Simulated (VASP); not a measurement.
# CoO (Fm-3m) in VASP: notebook, part 2 of 3

VASP 6.6.1. The steps go on from the part before.

### Step 3. Single point, PBE, collinear spin, ferromagnetic start

This run uses another cell than the first one, of 9.68 Å³/atom.

Input file INCAR:

```
ALGO     = Normal         # electronic algorithm
EDIFF    = 1E-7           # SCF threshold, eV
ENCUT    = 520            # plane-wave cutoff, eV
GGA      = PE             # functional
ISIF     = 2              # what is computed and relaxed
ISMEAR   = 0              # smearing method
ISPIN    = 2              # spin polarisation
LASPH    = True           # aspherical terms in the spheres
LCHARG   = True           # write CHGCAR
LELF     = True           # ELF
LMAXMIX  = 4              # l up to which the mixer works
LORBIT   = 11             # projections on sites
LREAL    = False          # projectors in reciprocal space
LVHAR    = True         
LWAVE    = False          # write WAVECAR
MAGMOM   = 2 0            # initial moments
NBANDS   = 18             # bands
NELM     = 150            # most SCF steps
PREC     = Accurate       # precision mode
SIGMA    = 0.018000000000000002 # smearing width, eV
```

Input file KPOINTS:

```
k-points
0
Gamma
  11 11 11
```

Input file POSCAR:

```
CoO
1.0
    0.0000000000      2.1315000000      2.1315000000
    2.1315000000      0.0000000000      2.1315000000
    2.1315000000      2.1315000000      0.0000000000
Co O
1 1
Direct
    0.0000000000      0.0000000000      0.0000000000
    0.5000000000      0.5000000000      0.5000000000
```

Potentials or basis: VASP PAW PBE potentials, release 64 (Co, O).

The run is started by

```sh
$ cat potpaw_PBE.64/Co/POTCAR potpaw_PBE.64/O/POTCAR > POTCAR
$ mpirun -np 1 vasp_std > vasp.out
```

OUTCAR:

```text
EDIFF = 1E-7
   ENCUT = 520
   GGA = PE
   ISIF = 2
   ISMEAR = 0
   ISPIN = 2
   LASPH = True
   LORBIT = 11
   LREAL = False
   NELM = 150
   PREC = Accurate

 ion  position               nearest neighbor table
   1  0.000  0.000  0.000-   2 2.13   2 2.13   2 2.13   2 2.13   2 2.13   2 2.13
   2  0.500  0.500  0.500-   1 2.13   1 2.13   1 2.13   1 2.13   1 2.13   1 2.13

  LATTYP: Found a face centered cubic cell.
 ALAT       =     4.2630000000

  Lattice vectors:

 A1 = (   0.0000000000,   2.1315000000,   2.1315000000)
 A2 = (   2.1315000000,   0.0000000000,   2.1315000000)
 A3 = (   2.1315000000,   2.1315000000,   0.0000000000)

Analysis of symmetry for initial positions (statically):
=====================================================================
 Subroutine PRICEL returns:
 Original cell was already a primitive cell.

 Routine SETGRP: Setting up the symmetry group for a
 face centered cubic supercell.

 Subroutine GETGRP returns: Found 48 space group operations
 (whereof 48 operations were pure point group operations)
 out of a pool of 48 trial point group operations.

[... 693 lines left out ...]
 k-point     1 :       0.0000    0.0000    0.0000
  band No.  band energies     occupation
      1     -11.7825      1.00000
      2       5.3405      1.00000
      3       5.3405      1.00000
      4       5.3405      1.00000
      5       6.7816      1.00000
      6       6.7817      1.00000
[... 493 lines left out ...]
     17      36.2264      0.00000
     18      37.9880      0.00000

 [... further k-points ...]
[... 5 lines left out ...]
  --------------------------------------------------------------------------------------
  -------------------------------------------------------------------------------------
  Total       -0.2883454     -0.2883454     -0.2883454     -0.0000000      0.0000000      0.0000000
  in kB      -23.8527043    -23.8527043    -23.8527043     -0.0000000      0.0000000      0.0000000
  external PRESSURE =     -23.8527043 kB  Pullay stress =       0.0000000 kB

 VOLUME and BASIS-vectors are now :
 -----------------------------------------------------------------------------
  energy-cutoff  :      520.00
  volume of cell :       19.37
      direct lattice vectors                 reciprocal lattice vectors
     0.000000000  2.131500000  2.131500000    -0.234576589  0.234576589  0.234576589
     2.131500000  0.000000000  2.131500000     0.234576589 -0.234576589  0.234576589
     2.131500000  2.131500000  0.000000000     0.234576589  0.234576589 -0.234576589

 POSITION                                       TOTAL-FORCE (eV/Angst)
 -----------------------------------------------------------------------------------
      0.00000      0.00000      0.00000        -0.000000      0.000000      0.000000
      2.13150      2.13150      2.13150         0.000000     -0.000000     -0.000000
 -----------------------------------------------------------------------------------
    total drift:                                0.000000     -0.000000     -0.000000

  FREE ENERGIE OF THE ION-ELECTRON SYSTEM (eV)
  ---------------------------------------------------
  free  energy   TOTEN  =       -13.0455574800 eV

  energy  without entropy=      -13.0447574470  energy(sigma->0) =      -13.04515746

 total charge

# of ion       s       p       d       tot
------------------------------------------
    1        0.293   0.355   7.141   7.788
    2        1.556   3.423   0.000   4.979
--------------------------------------------------
tot          1.849   3.777   7.141  12.767

 magnetization (x)

# of ion       s       p       d       tot
------------------------------------------
    1        0.021   0.018   2.533   2.571
    2        0.029   0.277   0.000   0.306
--------------------------------------------------
tot          0.049   0.295   2.533   2.877
```

OSZICAR:

```text
N       E                     dE             d eps       ncg     rms          rms(c)
DAV:   1     0.777045574400E+02    0.77705E+02   -0.65255E+03  4168   0.954E+02
DAV:   2    -0.104239857073E+02   -0.88129E+02   -0.76073E+02  4286   0.221E+02
DAV:   3    -0.153929341210E+02   -0.49689E+01   -0.48215E+01  4776   0.560E+01
DAV:   4    -0.154440674581E+02   -0.51133E-01   -0.51093E-01  4908   0.540E+00
DAV:   5    -0.154452296948E+02   -0.11622E-02   -0.11620E-02  4918   0.809E-01    0.169E+01
DAV:   6    -0.143530466149E+02    0.10922E+01   -0.17234E+01  5194   0.609E+01    0.205E+01
DAV:   7    -0.131681594506E+02    0.11849E+01   -0.73557E+00  5036   0.477E+01    0.827E+00
DAV:   8    -0.130606925044E+02    0.10747E+00   -0.42630E-01  5694   0.998E+00    0.410E+00
DAV:   9    -0.130715041269E+02   -0.10812E-01   -0.25400E-01  6010   0.808E+00    0.300E+00
DAV:  10    -0.130458420727E+02    0.25662E-01   -0.11519E-01  5910   0.638E+00    0.373E-01
DAV:  11    -0.130456908076E+02    0.15127E-03   -0.14314E-02  5474   0.140E+00    0.348E-01
DAV:  12    -0.130455358328E+02    0.15497E-03   -0.14752E-03  5882   0.620E-01    0.439E-02
DAV:  13    -0.130455704243E+02   -0.34592E-04   -0.92847E-05  4796   0.892E-02    0.860E-02
DAV:  14    -0.130455588954E+02    0.11529E-04   -0.88059E-06  5916   0.335E-02    0.355E-02
DAV:  15    -0.130455573222E+02    0.15732E-05   -0.98039E-06  5756   0.572E-02    0.740E-03
DAV:  16    -0.130455574356E+02   -0.11333E-06   -0.21332E-06  6122   0.169E-02    0.157E-03
DAV:  17    -0.130455574800E+02   -0.44424E-07   -0.11256E-07  2994   0.399E-03
   1 F= -.13045557E+02 E0= -.13045157E+02  d E =-.800033E-03  mag=     2.9276
```

Run time: 1.7 min. Hardware: 1 thread of AMD EPYC 7R13, shared host; peak memory 0.14 GiB.

What came out:

```
Free energy                                           : -13.0456 eV
Pressure                                              : -2.4 GPa
Net moment                                            : 2.93 μB per cell
Site moments                                          : Co +2.57; O +0.31 μB
Valence electrons inside the program's atomic spheres : Co 7.79; O 4.98
```

Caveat: a cell with one magnetic atom can't hold antiferromagnetic order, which such compounds often take; semilocal functionals often make such compounds metallic where correlation or magnetic order opens a gap, which also shifts bond lengths. With open d or f shells a metallic result of PBE can be an artefact of self-interaction; +U or a hybrid may open a gap.

### Step 4. Single point, PBE, collinear spin, ferromagnetic start

This run uses another cell than the first one, of 9.68 Å³/atom.

Input file INCAR:

```
SYSTEM = CoO
PREC = Accurate
ENCUT = 520
EDIFF = 1E-6
ISMEAR = 0
SIGMA = 0.019000000000000003
LREAL = .False.
LASPH = .True.
NELM = 150
ALGO = Normal
ISIF = 2
LWAVE = .False.
LCHARG = .True.
ISPIN = 2
MAGMOM = 2 0
LORBIT = 11
LMAXMIX = 4
GGA = PE
LELF = .True.
LVHAR = .True.
NBANDS = 18
```

Input file KPOINTS:

```
regular mesh
0
Gamma
  11 11 11
  0 0 0
```

POSCAR is that of step 3.

Potentials or basis: VASP PAW PBE potentials, release 64 (Co, O).

The run is started by

```sh
$ cat potpaw_PBE.64/Co/POTCAR potpaw_PBE.64/O/POTCAR > POTCAR
$ mpirun -np 1 vasp_std > vasp.out
```

OUTCAR:

```text
SYSTEM = CoO
   PREC = Accurate
   ENCUT = 520
   EDIFF = 1E-6
   ISMEAR = 0
   LREAL = .False.
   LASPH = .True.
   NELM = 150
   ISIF = 2
   ISPIN = 2
   LORBIT = 11
   GGA = PE

 ion  position               nearest neighbor table
   1  0.000  0.000  0.000-   2 2.13   2 2.13   2 2.13   2 2.13   2 2.13   2 2.13
   2  0.500  0.500  0.500-   1 2.13   1 2.13   1 2.13   1 2.13   1 2.13   1 2.13

  LATTYP: Found a face centered cubic cell.
 ALAT       =     4.2630000000

  Lattice vectors:

 A1 = (   0.0000000000,   2.1315000000,   2.1315000000)
 A2 = (   2.1315000000,   0.0000000000,   2.1315000000)
 A3 = (   2.1315000000,   2.1315000000,   0.0000000000)

[... 1220 lines left out ...]

 VOLUME and BASIS-vectors are now :
 -----------------------------------------------------------------------------
  energy-cutoff  :      520.00
  volume of cell :       19.37
      direct lattice vectors                 reciprocal lattice vectors
     0.000000000  2.131500000  2.131500000    -0.234576589  0.234576589  0.234576589
     2.131500000  0.000000000  2.131500000     0.234576589 -0.234576589  0.234576589
     2.131500000  2.131500000  0.000000000     0.234576589  0.234576589 -0.234576589

 POSITION                                       TOTAL-FORCE (eV/Angst)
 -----------------------------------------------------------------------------------
      0.00000      0.00000      0.00000         0.000000      0.000000     -0.000000
      2.13150      2.13150      2.13150         0.000000      0.000000      0.000000
 -----------------------------------------------------------------------------------
    total drift:                                0.000000     -0.000000     -0.000000

  FREE ENERGIE OF THE ION-ELECTRON SYSTEM (eV)
  ---------------------------------------------------
  free  energy   TOTEN  =       -13.0456025311 eV

  energy  without entropy=      -13.0447323038  energy(sigma->0) =      -13.04516742

 total charge

# of ion       s       p       d       tot
------------------------------------------
    1        0.293   0.355   7.140   7.788
    2        1.556   3.423   0.000   4.979
--------------------------------------------------
tot          1.849   3.777   7.140  12.767

 magnetization (x)

# of ion       s       p       d       tot
------------------------------------------
    1        0.021   0.018   2.533   2.571
    2        0.029   0.277   0.000   0.306
--------------------------------------------------
tot          0.049   0.295   2.533   2.877
```

stdout:

```text
POSCAR found type information on POSCAR CoO
 POSCAR found :  2 types and       2 ions
 scaLAPACK will be used
 LDA part: xc-table for (Slater+PW92), standard interpolation
 POSCAR, INCAR and KPOINTS ok, starting setup
 FFT: planning ... GRIDC
 FFT: planning ... GRID_SOFT
 FFT: planning ... GRID
 WAVECAR not read
 entering main loop
```

Run time: 1.9 min. Hardware: 1 thread of AMD EPYC 7R13, shared host; peak memory 0.14 GiB.

What came out:

```yaml
Free_energy: -13.0456 eV
Pressure: -2.4 GPa
Net_moment: 2.93 μB per cell
Site_moments: Co +2.57; O +0.31 μB
Valence_electrons_inside_the_program's_atomic_spheres: Co 7.79; O 4.98
```

Levels at points of the mesh, in eV from the Fermi level:
Spin up:
| k point | band 7 | band 8 | band 9 | band 10 | band 11 | band 12 |
| --- | --- | --- | --- | --- | --- | --- |
| (0.00, 0.00, 0.00) | -3.09 | -3.09 | -3.09 | 0.98 | 16.84 | 18.11 |
Spin down:
| k point | band 3 | band 4 | band 5 | band 6 | band 7 | band 8 | band 9 | band 10 |
| --- | --- | --- | --- | --- | --- | --- | --- | --- |
| (0.00, 0.00, 0.00) | -2.55 | -2.55 | -1.11 | -1.11 | -1.11 | 0.05 | 0.05 | 1.52 |

Caveat: a cell with one magnetic atom can't hold antiferromagnetic order, which such compounds often take; semilocal functionals often make such compounds metallic where correlation or magnetic order opens a gap, which also shifts bond lengths. With open d or f shells a metallic result of PBE can be an artefact of self-interaction; +U or a hybrid may open a gap.

(Continued in part 3 of 3.)
